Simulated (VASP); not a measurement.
Wanted: the native input for a VASP 6.6.1 run.

| Item | Value |
| --- | --- |
| Task | single point |
| Functional | PBEsol |
| Dispersion | D4 |
| Potentials or basis | VASP PAW PBE potentials, release 64 (W_sv, C) |
| Cutoff | 600 eV |
| k mesh | 4 × 4 × 4 |
| Occupations | methfessel-paxton, width 0.05 eV |
| Spin | no spin polarisation |
| Dipole correction | no |
| Further INCAR settings | ALGO = Normal; EDIFF = 1e-06; NBANDS = 16 |

The structure of WC lies in POSCAR:

```
WC
1.0
    0.0000000000      2.1926840000      2.1926840000
    2.1926840000      0.0000000000      2.1926840000
    2.1926840000      2.1926840000      0.0000000000
W C
1 1
Direct
    0.0000000000      0.0000000000      0.0000000000
    0.5000000000      0.5000000000      0.5000000000
```

These files were run (other wordings do the same):

INCAR

```
PREC = Accurate
ENCUT = 600
EDIFF = 1E-6
ISMEAR = 1
SIGMA = 0.05
LREAL = F
LASPH = T
NELM = 120
ALGO = Normal
ISIF = 2
LWAVE = F
LCHARG = F
GGA = PS
IVDW = 13
NBANDS = 16
GGA_COMPAT = F
```

KPOINTS

```
Automatic mesh
0
Gamma
  4 4 4
```

Potentials or basis: VASP PAW PBE potentials, release 64 (W_sv, C).

The run is started by

```sh
$ cat potpaw_PBE.64/W_sv/POTCAR potpaw_PBE.64/C/POTCAR > POTCAR
$ mpirun -np 1 vasp_std > vasp.out
```

It gave:

| Item | Value |
| --- | --- |
| Pressure | -14.4 GPa |
| Band gap on the k mesh | zero (band 9 reaches 13.31 eV, above the bottom of band 10 at 11.18 eV) |
| Dispersion energy per atom | -0.279 eV |

Caveat: the k points lie up to 0.62 Å⁻¹ apart; the PAW data sets were made with another functional, which shifts forces and pressure a little; spin-orbit coupling is left out, which moves the levels of the heavy elements; pairwise dispersion overbinds metals, which lowers pressure and volume.

It used 9.9 s of CPU time on 1 thread of AMD EPYC 7R13 Processor (Zen 3), on a shared host.
